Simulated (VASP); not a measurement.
A run of VASP 6.6.1 is set up as follows.

The input INCAR:

```
SYSTEM = Cs8SnPb7Cl24
PREC = Accurate ; ENCUT = 400
EDIFF = 1E-6 ; ISMEAR = -1
SIGMA = 0.05 ; LREAL = Auto
LASPH = .TRUE. ; NELM = 120
ALGO = Normal ; ISIF = 2
LWAVE = .FALSE. ; LCHARG = .TRUE.
GGA = PS ; LELF = .TRUE.
LVHAR = .TRUE. ; ISYM = -1
NBANDS = 202 ; GGA_COMPAT = .FALSE.
```

The input KPOINTS:

```
explicit points
1
Reciprocal
  0.25000000   0.25000000   0.25000000 1
```

The input POSCAR:

```
Cs8SnPb7Cl24
1.0
   11.2343380000      0.0000000000      0.0000000000
    0.0000000000     11.2343380000      0.0000000000
    0.0000000000      0.0000000000     11.2343380000
Cs Sn Pb Cl
8 1 7 24
Direct
    0.0013150000      0.9856250000      0.9718260000
    0.0003410000      0.9726960000      0.4784700000
    0.0025890000      0.4726680000      0.9881220000
    0.0006880000      0.4796730000      0.4733150000
    0.4993470000      0.0197670000      0.0271210000
    0.4966650000      0.0272380000      0.5116830000
    0.5002840000      0.5273470000      0.0221660000
    0.4991980000      0.5139090000      0.5291650000
    0.2500630000      0.2500480000      0.2503040000
    0.2499690000      0.2504710000      0.7504560000
    0.2499240000      0.7502790000      0.2500250000
    0.2501260000      0.7502310000      0.7498240000
    0.7499320000      0.2499110000      0.2501810000
    0.7503280000      0.2500050000      0.7505440000
    0.7499660000      0.7499110000      0.2503050000
    0.7506590000      0.7498160000      0.7504860000
    0.2230060000      0.2158430000      0.0030020000
    0.2769400000      0.2842350000      0.4972770000
    0.2887320000      0.7847400000      0.9999600000
    0.2111110000      0.7153450000      0.4998750000
    0.7786680000      0.2107340000      0.0004780000
    0.7212690000      0.2886760000      0.5003140000
    0.7108620000      0.7864740000      0.0013210000
    0.7889020000      0.7134460000      0.5006780000
    0.0027310000      0.2288690000      0.2794910000
    0.0001810000      0.2927960000      0.7307140000
    0.0007180000      0.7867290000      0.2198910000
    0.9997000000      0.7232000000      0.7953790000
    0.4966800000      0.2707500000      0.2204350000
    0.4996110000      0.2069200000      0.7695280000
    0.5004630000      0.7128400000      0.2809260000
    0.4990620000      0.7770420000      0.7050360000
    0.2777780000      0.0026060000      0.2832350000
    0.2122810000      0.0003790000      0.7147970000
    0.2222290000      0.4972460000      0.2174980000
    0.2886530000      0.5001030000      0.7859420000
    0.7185750000      0.9999630000      0.2888300000
    0.7886840000      0.9993220000      0.7137450000
    0.7813440000      0.5001240000      0.2117190000
    0.7113440000      0.4992570000      0.7870070000
```

Potentials or basis: VASP PAW PBE potentials, release 64 (Cs_sv, Sn_d, Pb_d, Cl).

Run with:

```sh
$ cat potpaw_PBE.64/Cs_sv/POTCAR potpaw_PBE.64/Sn_d/POTCAR potpaw_PBE.64/Pb_d/POTCAR potpaw_PBE.64/Cl/POTCAR > POTCAR
$ mpirun -np 1 vasp_std > vasp.out
```

(1) What does it give for the band gap on the k mesh?

(2) Predict the pressure.

## Answers

(1) 3.21 eV.

(2) -0.8 GPa.

Caveat: the PAW data sets were made with another functional, which shifts forces and pressure a little; spin-orbit coupling is left out, which moves the levels of the heavy elements.
